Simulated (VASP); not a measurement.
Write the native input for VASP 6.6.1 that does the following.

| Property | Result |
| --- | --- |
| Task | single point |
| Functional | PBEsol |
| Potentials or basis | VASP PAW PBE potentials, release 64 (C, Si) |
| Cutoff | 520 eV |
| k mesh | 3 × 3 × 2, shifted |
| Occupations | gaussian, width 0.1 eV |
| Spin | no spin polarisation |
| Dipole correction | no |
| Further INCAR settings | LREAL = Auto; ALGO = Normal; EDIFF = 1e-07; NBANDS = 66; ISYM = 0 |

The structure of SiC3 lies in POSCAR:

```
SiC3
1.0
   -4.0341635420     -3.9994917797      0.0240547444
    0.0030016667      3.9724353686      3.9892293563
   -3.9644811172      3.9538640994     -3.9736597539
C Si
18 6
Direct
    0.4901419626     -0.0295592552      1.0187950856
    0.9967041783      0.9980342346     -0.0044488170
    0.8160367353      0.1590487233      0.6357883767
    0.3515454570      0.1997342770      0.6548482018
    0.6379552230      0.3226895079      0.3324389956
    0.1976937136      0.3538297940      0.3580995119
    0.4850115971      0.5114384580      1.0335037129
    0.0361997345      0.5139105528     -0.0164700429
    0.7941559528      0.6479677122      0.6384509989
    0.3496585701      0.6574114886      0.6837715474
    0.6341018268      0.8153517712      0.3460457038
    0.2021402120      0.8491333394      0.3263877265
    0.6500313678      0.3314821717      0.5606807963
    0.1882464869      0.3477136136      0.5847616825
    0.4877758249      0.5020022606      0.2640131319
    0.3453648722      0.6641533154      0.9284575712
    0.6471513981      0.8201657350      0.5739347053
    0.4928509760      0.9889699798      0.2523258129
    0.3399398539      0.1715832018      0.9236044184
    0.8278290649      0.1637350904      0.9033750397
    1.0022082723      0.4994334044      0.2495839350
    0.8212882838      0.6567011217      0.9113361617
    0.1678736829      0.8329148075      0.5871642547
   -0.0013666045      0.0022721478      0.2602041169
```

One way to write it, as run:

INCAR

```
PREC = Accurate
ENCUT = 520
EDIFF = 1E-7
ISMEAR = 0
SIGMA = 0.1
LREAL = Auto
LASPH = T
NELM = 80
ALGO = Normal
ISIF = 2
LWAVE = F
LCHARG = F
GGA = PS
NBANDS = 66
ISYM = 0
```

KPOINTS

```
Automatic mesh
0
Gamma
  3 3 2
  0 0 0.5
```

Potentials or basis: VASP PAW PBE potentials, release 64 (C, Si).

The run is started by

```bash
$ cat potpaw_PBE.64/C/POTCAR potpaw_PBE.64/Si/POTCAR > POTCAR
$ mpirun -np 1 vasp_std > vasp.out
```

Results of the run:

The pressure is 0.3 GPa, the largest force is 0.032 eV/Å and the band gap on the k mesh is 1.39 eV.

Caveat: the k points lie up to 0.46 Å⁻¹ apart; the PAW data sets were made with another functional, which shifts forces and pressure a little; a shifted mesh leaves out Γ, where band edges can lie.

Wall time 5.5 min on 1 thread of Intel Xeon 8259CL (shared host), peak memory 0.31 GiB.
